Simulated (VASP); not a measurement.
Input of a VASP 6.6.1 run:

INCAR

```
SYSTEM = CdS
PREC = Accurate ; ENCUT = 520
EDIFF = 1E-6 ; ISMEAR = 0
SIGMA = 0.01 ; LREAL = .False.
LASPH = .True. ; NELM = 80
ALGO = Normal ; ISIF = 2
LWAVE = .False. ; LCHARG = .False.
GGA = PE ; NBANDS = 16
```

Contents of KPOINTS:

```
regular mesh
0
Gamma
  4 4 4
  0 0 0
```

POSCAR

```
CdS
1.0
    0.0000000000      2.9165000000      2.9165000000
    2.9165000000      0.0000000000      2.9165000000
    2.9165000000      2.9165000000      0.0000000000
Cd S
1 1
Direct
    0.0098400000      0.9944900000      0.9972900000
    0.2398530139      0.2542369861      0.2625530139
```

Potentials or basis: VASP PAW PBE potentials, release 64 (Cd, S).

Command:

```sh
$ cat potpaw_PBE.64/Cd/POTCAR potpaw_PBE.64/S/POTCAR > POTCAR
$ mpirun -np 1 vasp_std > vasp.out
```

Predict the band gap on the k mesh.

1.13 eV, direct.

Predict the largest force.

0.400 eV/Å.

What does it give for the pressure?

3.5 GPa.

Stress tensor (GPa, compression positive):
```
 3.41  0.64  0.18
 0.64  3.59 -1.68
 0.18 -1.68  3.56
```

Caveat: the k points lie up to 0.47 Å⁻¹ apart. A hybrid or GW would open this gap; PBE tends to underestimate it.
